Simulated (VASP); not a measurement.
# Ag (a cell with a defect) in VASP: single point with LDA

Aim: the single point of Ag (a cell with a defect) with LDA.

Program: VASP 6.6.1. These are calculated values, not measurements. Logs are shortened: lines on timing, memory, paths and dates and some standing lists are left out, and cuts for length are marked.

**1. The cell of the first run**

The cell holds a defect, 15 atoms: a = 5.929 Å, b = 5.929 Å, c = 9.693 Å, α = 90.00°, β = 90.00°, γ = 120.00°.

**2. Single point, LDA**

INCAR

```
SYSTEM = Ag
  PREC = Accurate
  ENCUT = 520
  EDIFF = 1E-6
  ISMEAR = 1
  SIGMA = 0.15
  LREAL = Auto
  LASPH = .TRUE.
  NELM = 100
  ALGO = Normal
  ISIF = 2
  LWAVE = .FALSE.
  LCHARG = .FALSE.
  GGA = CA
  NBANDS = 96
```

KPOINTS

```
Automatic mesh
0
G
  3 3 2
  0 0 0
```

POSCAR

```
Ag
1.0
    5.9290315600      0.0000000000      0.0000000000
   -2.9645157800      5.1346829800      0.0000000000
    0.0000000000      0.0000000000      9.6928536200
Ag
15
Direct
    0.1664324739      0.3360965042      0.1248282547
    0.3339144119      0.1679202014      0.3743851029
    0.1690264938      0.3324520728      0.6248396228
    0.3340709848      0.1677007136      0.8754475547
    0.3309645343      0.6664043356      0.3818459604
    0.1691155627      0.8380955585      0.6248934769
    0.3306730191      0.6659589333      0.8678129609
    0.6701425110      0.3362606819      0.1248416666
    0.8354641837      0.1711050134      0.3818159383
    0.6634986222      0.3327009684      0.6247866972
    0.8354424869      0.1707786057      0.8677502343
    0.1666915916      0.8324134161      0.1248991316
    0.8356673306      0.6664919749      0.3817946856
    0.6671533788      0.8344949468      0.6247591512
    0.8354150362      0.6663274078      0.8677202122
```

Potentials or basis: VASP PAW LDA potentials, release 64 (Ag).

On the command line:

```bash
> cat potpaw_LDA.64/Ag/POTCAR > POTCAR
> mpirun -np 1 vasp_std > vasp.out
```

OUTCAR:

```text
SYSTEM = Ag
   PREC = Accurate
   ENCUT = 520
   EDIFF = 1E-6
   ISMEAR = 1
   LREAL = Auto
   LASPH = .TRUE.
   NELM = 100
   ISIF = 2
   GGA = CA

 ion  position               nearest neighbor table
   1  0.166  0.336  0.125-  12 2.94   8 2.94   4 2.97   2 2.97   8 2.99  12 2.99   7 3.01   5 3.01
                             9 3.02  11 3.02
   2  0.334  0.168  0.374-   3 2.96  10 2.96   6 2.96  13 2.96   9 2.97   5 2.97   5 2.97   9 2.97
                            13 2.97  12 2.97   1 2.97   8 2.97
   3  0.169  0.332  0.625-  11 2.91   7 2.91   9 2.91   5 2.91  10 2.93   6 2.93   2 2.96   4 2.96
                            14 2.96  14 2.97   6 3.00  10 3.00
   4  0.334  0.168  0.875-   6 2.96  10 2.96   3 2.96  11 2.96   7 2.97  15 2.97  15 2.97   7 2.97
                            11 2.97  12 2.97   1 2.97   8 2.97
   5  0.331  0.666  0.382-   6 2.91   3 2.91  14 2.92  13 2.94   9 2.94   2 2.97   2 2.97   9 2.99
                            13 2.99  12 3.01   1 3.01
   6  0.169  0.838  0.625-  15 2.91   7 2.91   5 2.91  13 2.91   3 2.93  10 2.93   4 2.96   2 2.96
                            14 2.96  14 2.97  10 3.00   3 3.00
   7  0.331  0.666  0.868-   3 2.91   6 2.91  14 2.92  11 2.94  15 2.94   4 2.97   4 2.97  15 2.99
                            11 2.99   1 3.01  12 3.01
   8  0.670  0.336  0.125-  12 2.94   1 2.94   4 2.97   2 2.97   1 2.99  12 2.99  13 3.01  15 3.01
                             9 3.01  11 3.02
   9  0.835  0.171  0.382-  10 2.91   3 2.91  14 2.92  13 2.94   5 2.94   2 2.97   2 2.97   5 2.99
                            13 2.99   8 3.01   1 3.02
  10  0.663  0.333  0.625-  15 2.91   9 2.91  11 2.91  13 2.91   3 2.93   6 2.93   2 2.96   4 2.96
                            14 2.96  14 2.96   6 3.00   3 3.00
  11  0.835  0.171  0.868-   3 2.91  10 2.91  14 2.92   7 2.94  15 2.94   4 2.96   4 2.97  15 2.99
                             7 2.99   8 3.02   1 3.02
  12  0.167  0.832  0.125-   1 2.94   8 2.94   4 2.97   2 2.97   8 2.99   1 2.99   5 3.01   7 3.01
                            13 3.01  15 3.02
  13  0.836  0.666  0.382-   6 2.91  10 2.91  14 2.92   9 2.94   5 2.94   2 2.96   2 2.97   5 2.99
                             9 2.99   8 3.01  12 3.01
  14  0.667  0.834  0.625-   5 2.92  11 2.92  15 2.92  13 2.92   9 2.92   7 2.92   6 2.96   3 2.96
                            10 2.96  10 2.96   3 2.97   6 2.97
  15  0.835  0.666  0.868-   6 2.91  10 2.91  14 2.92   7 2.94  11 2.94   4 2.97   4 2.97  11 2.99
                             7 2.99   8 3.01  12 3.02

  LATTYP: Found a hexagonal cell.
 ALAT       =     5.9290315600
 C/A-ratio  =     1.6348122829

  Lattice vectors:

 A1 = (   5.9290315600,   0.0000000000,   0.0000000000)
 A2 = (  -2.9645157800,   5.1346829800,   0.0000000000)
 A3 = (   0.0000000000,   0.0000000000,   9.6928536200)

Analysis of symmetry for initial positions (statically):
=====================================================================
 Subroutine PRICEL returns:
 Original cell was already a primitive cell.

 Routine SETGRP: Setting up the symmetry group for a
 hexagonal supercell.

 Subroutine GETGRP returns: Found  1 space group operations
 (whereof  1 operations were pure point group operations)
 out of a pool of 24 trial point group operations.

The static configuration has the point symmetry C_1 .

Analysis of symmetry for dynamics (positions and initial velocities):
=====================================================================
 Subroutine PRICEL returns:
 Original cell was already a primitive cell.

 Routine SETGRP: Setting up the symmetry group for a
 hexagonal supercell.

 Subroutine GETGRP returns: Found  1 space group operations
 (whereof  1 operations were pure point group operations)
 out of a pool of 24 trial point group operations.

The dynamic configuration has the point symmetry C_1 .

 Subroutine INISYM returns: Found  1 space group operations
 (whereof  1 operations are pure point group operations),
 and found     1 'primitive' translations

----------------------------------------------------------------------------------------

                                     Primitive cell

  volume of cell :     295.0863

  direct lattice vectors                    reciprocal lattice vectors
     5.929031560  0.000000000  0.000000000     0.168661609  0.097376995  0.000000000
    -2.964515780  5.134682980  0.000000000     0.000000000  0.194753990  0.000000000
     0.000000000  0.000000000  9.692853620     0.000000000  0.000000000  0.103168792

  length of vectors
[... 59 lines left out ...]
 ===========================================

 Found     10 irreducible k-points:

 Following reciprocal coordinates:
            Coordinates               Weight
  0.000000  0.000000  0.000000      1.000000
  0.333333 -0.000000  0.000000      2.000000
  0.000000  0.333333  0.000000      2.000000
 -0.333333  0.333333  0.000000      2.000000
  0.333333  0.333333  0.000000      2.000000
  0.000000  0.000000  0.500000      1.000000
  0.333333 -0.000000  0.500000      2.000000
  0.000000  0.333333  0.500000      2.000000
 -0.333333  0.333333  0.500000      2.000000
  0.333333  0.333333  0.500000      2.000000
   k-points           NKPTS =     10   k-points in BZ     NKDIM =     10   number of bands    NBANDS=     96
   number of dos      NEDOS =    301   number of ions     NIONS =     15
   total plane-waves  NPLWV = 165888
   dimension x,y,z NGX =    48 NGY =   48 NGZ =   72
   dimension x,y,z NGXF=    96 NGYF=   96 NGZF=  144
   ions per type =              15
   NGX,Y,Z   is equivalent  to a cutoff of  13.46, 13.46, 12.35 a.u.
   NGXF,Y,Z  is equivalent  to a cutoff of  26.92, 26.92, 24.70 a.u.
 SYSTEM =  Ag
   PREC   = accura    normal or accurate (medium, high low for compatibility)
   ISTART =      0    job   : 0-new  1-cont  2-samecut
   ICHARG =      2    charge: 1-file 2-atom 10-const
   ISPIN  =      1    spin polarized calculation?
   LNONCOLLINEAR =      F non collinear calculations
   LSORBIT =      F    spin-orbit coupling
   LASPH  =      T    aspherical Exc in radial PAW
   ENCUT  =  520.0 eV  38.22 Ry    6.18 a.u.  11.02 11.02 18.02*2*pi/ulx,y,z
   NELM   =    100;   NELMIN=  2; NELMDL= -5     # of ELM steps
   EDIFF  = 0.1E-05   stopping-criterion for ELM
   LREAL  =      T    real-space projection
   EDIFFG = 0.1E-04   stopping-criterion for IOM
   NSW    =      0    number of steps for IOM
   IBRION =     -1    ionic relax: 0-MD 1-quasi-New 2-CG
   NFREE  =      0    steps in history (QN), initial steepest desc. (CG)
   ISIF   =      2    stress and relaxation
   ISYM   =      2    0-nonsym 1-usesym 2-fastsym
   POTIM  = 0.5000    time-step for ionic-motion
   TEBEG  =    0.0;   TEEND  =   0.0 temperature during run
   PSTRESS=    0.0 pullay stress
   NELECT =     165.0000    total number of electrons
   NUPDOWN=      -1.0000    fix difference up-down
   EMIN   =  10.00;   EMAX   =-10.00  energy-range for DOS
   EFERMI =   0.00;   METHOD = LEGACY
   ISMEAR =     1;   SIGMA  =   0.15  broadening in eV -4-tet -1-fermi 0-gaus
   EFERMI_NEDOS =   21; number of points for ismear=-14 and -15
   IALGO  =     38    algorithm
   IMIX   =      4    mixing-type and parameters
     AMIX     =   0.40;   BMIX     =  1.00
     AMIX_MAG =   1.60;   BMIX_MAG =  1.00
  volume/ion in A,a.u.               =      19.67       132.76
  Fermi-wavevector in a.u.,A,eV,Ry     =   1.348714  2.548699 24.749390  1.819029
  Thomas-Fermi vector in A             =   2.476360
   LORBIT       =      0    0 simple, 1 ext, 2 COOP (PROOUT), +10 PAW based schemes
   GGA     = CA    functional components
   LHFCALC =     F    Hartree Fock is set to
   AEXX    =    0.0000 exact exchange contribution
   IVDW    =     0    specifies the selected vdW correction
   LEPSILON=     F    determine dielectric tensor
   LRPA    =     F    only Hartree local field effects (RPA)
 non-spin polarized calculation
 Methfessel and Paxton  Order N= 1 SIGMA  =   0.15
  energy-cutoff  :      520.00
  volume of cell :      295.09
 maximum number of plane-waves:      7962
 NGX is ok and might be reduce to    48
   NGX = 23   NGY = 23   NGZ = 37

 number of electron     164.9999956 magnetization

 Free energy of the ion-electron system (eV)
  ---------------------------------------------------
  ext. energy  EPLUGINS =         0.00000000
  ---------------------------------------------------
  free energy    TOTEN  =       -53.30729688 eV

  energy without entropy =      -53.31800663  energy(sigma->0) =      -53.31086680

 E-fermi :   6.3525     XC(G=0): -11.6799

 val. band max:        6.3517615376   @ k =   0.0000   0.0000   0.0000
 cond. band min:       6.4146379789   @ k =  -0.3333   0.3333   0.5000
 fundamental gap:      0.0628764414
 Fermi energy:         6.3525003138

 k-point     1 :       0.0000    0.0000    0.0000
  band No.  band energies     occupation
      1      -0.7294      2.00000
      2       0.4270      2.00000
      3       0.4526      2.00000
      4       0.4813      2.00000
      5       0.5510      2.00000
      6       0.5511      2.00000
[... 959 lines left out ...]
     93      10.3813      0.00000
     94      13.1418      0.00000
 [bands above 94 left out]

------------------------ aborting loop because EDIFF is reached ----------------------------------------

  FORCE on cell =-STRESS in cart. coord.  units (eV):
  Direction    XX          YY          ZZ          XY          YZ          ZX
  --------------------------------------------------------------------------------------
  -------------------------------------------------------------------------------------
  Total      -21.5891017    -21.5912308    -22.8691975      0.0010521      0.0038983      0.0002011
  in kB     -117.2184849   -117.2300451   -124.1687921      0.0057125      0.0211657      0.0010918
  external PRESSURE =    -119.5391073 kB  Pullay stress =       0.0000000 kB

 VOLUME and BASIS-vectors are now :
 -----------------------------------------------------------------------------
  energy-cutoff  :      520.00
  volume of cell :      295.09
      direct lattice vectors                 reciprocal lattice vectors
     5.929031560  0.000000000  0.000000000     0.168661609  0.097376995  0.000000000
    -2.964515780  5.134682980  0.000000000     0.000000000  0.194753990  0.000000000
     0.000000000  0.000000000  9.692853620     0.000000000  0.000000000  0.103168792

 POSITION                                       TOTAL-FORCE (eV/Angst)
 -----------------------------------------------------------------------------------
     -0.00958      1.72575      1.20994         0.004289     -0.004063     -0.000285
      1.48199      0.86222      3.62886         0.000816     -0.001619     -0.010993
      0.01660      1.70704      6.05648        -0.002262      0.003001     -0.000811
      1.48357      0.86109      8.48558        -0.002206     -0.001944      0.008917
     -0.01327      3.42177      3.70118         0.007890      0.002912     -0.001237
     -1.48186      4.30335      6.05700        -0.000522     -0.002129     -0.001030
     -0.01368      3.41949      8.41158         0.008405      0.006708      0.003763
      2.97645      1.72659      1.21007        -0.003299     -0.004009     -0.000146
      4.44625      0.87857      3.70089         0.001169     -0.005277     -0.003323
      2.94761      1.70831      6.05597         0.003559      0.000892      0.000245
      4.44709      0.87689      8.41098        -0.000356     -0.004697      0.001978
     -1.47938      4.27418      1.21063        -0.003619      0.007049     -0.001277
      2.97887      3.42222      3.70068        -0.008698      0.003006     -0.000552
      1.48170      4.28487      6.05570         0.001456     -0.002856     -0.000773
      2.97786      3.42138      8.41068        -0.006622      0.003026      0.005524
 -----------------------------------------------------------------------------------
    total drift:                               -0.000357     -0.009906      0.003873

  FREE ENERGIE OF THE ION-ELECTRON SYSTEM (eV)
  ---------------------------------------------------
  free  energy   TOTEN  =       -53.3072968845 eV

  energy  without entropy=      -53.3180066344  energy(sigma->0) =      -53.31086680
```

Wall time 13 min (1 thread of Intel Xeon 8259CL, shared host); peak memory 0.41 GiB.

What came out:

| Item | Value |
| --- | --- |
| Free energy | -53.3073 eV |
| Pressure | -12.0 GPa |
| Largest force | 0.011 eV/Å |
| Band gap on the k mesh | zero (an odd number of electrons rules out a gap without spin polarisation) |

Forces in eV/Å, atoms in the order of the input:
```
Ag   0.004 -0.004  0.000
Ag   0.001 -0.002 -0.011
Ag  -0.002  0.003 -0.001
Ag  -0.002 -0.002  0.009
Ag   0.008  0.003 -0.001
Ag  -0.001 -0.002 -0.001
Ag   0.008  0.007  0.004
Ag  -0.003 -0.004  0.000
Ag   0.001 -0.005 -0.003
Ag   0.004  0.001  0.000
Ag   0.000 -0.005  0.002
Ag  -0.004  0.007 -0.001
Ag  -0.009  0.003 -0.001
Ag   0.001 -0.003 -0.001
Ag  -0.007  0.003  0.006
```

Levels at points of the mesh, in eV from the Fermi level:
| k point | band 80 | band 81 | band 82 | band 83 | band 84 | band 85 | band 86 | band 87 |
| --- | --- | --- | --- | --- | --- | --- | --- | --- |
| (0.00, 0.00, 0.00) | 0.16 | 0.23 | 0.23 | 0.81 | 0.81 | 0.90 | 1.24 | 1.24 |
| (0.00, 0.00, 0.50) | 0.25 | 0.25 | 0.26 | 0.43 | 0.60 | 0.60 | 1.33 | 1.33 |

Caveat: the k points lie up to 0.41 Å⁻¹ apart, too coarse for converged energies and pressures of a metal.
